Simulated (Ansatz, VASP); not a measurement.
**Two plane-wave programs on TiAl3**

```
Ti Al
1.0
     2.78139    0.00000    0.00000
     0.00000    4.67107    0.00000
     0.00000    0.00000    4.89340
Ti Al
1 3
Cartesian
  -0.4500 2.3355 0.7984
  1.3907 2.3355 3.2494
  1.3907 0.0000 1.6300
  0.0000 0.0000 4.1089
```

Alike in both runs: task single point; functional PBEsol; k mesh 18 × 10 × 10; occupations gaussian, width 0.15 eV; no spin polarisation.

```csv
,VASP,Ansatz
version,VASP 6.6.1,Ansatz 0.2.0
potentials or method,"VASP PAW PBE potentials, release 64 (Ti_sv, Al), cutoff 520 eV","scalar-relativistic, plane waves, PAW"
valence electrons in the cell,21,21
```

```tsv
	VASP	Ansatz	Ansatz less VASP
gap on the k mesh at the Fermi level (eV)	none	none	-
pressure (GPa)	2.1	2.1	-0.03
traceless stress, the component that is largest in VASP (GPa)	-2.79	-2.77	+0.016
rms of the force components (eV/Å)	0.691	0.691	-0.0001
```

VASP's potentials were made for PBE, not for PBEsol. Atom by atom the forces differ by 0.001 eV/Å (rms over components). A gap of «none» marks a metal or a gap that the smearing closes.
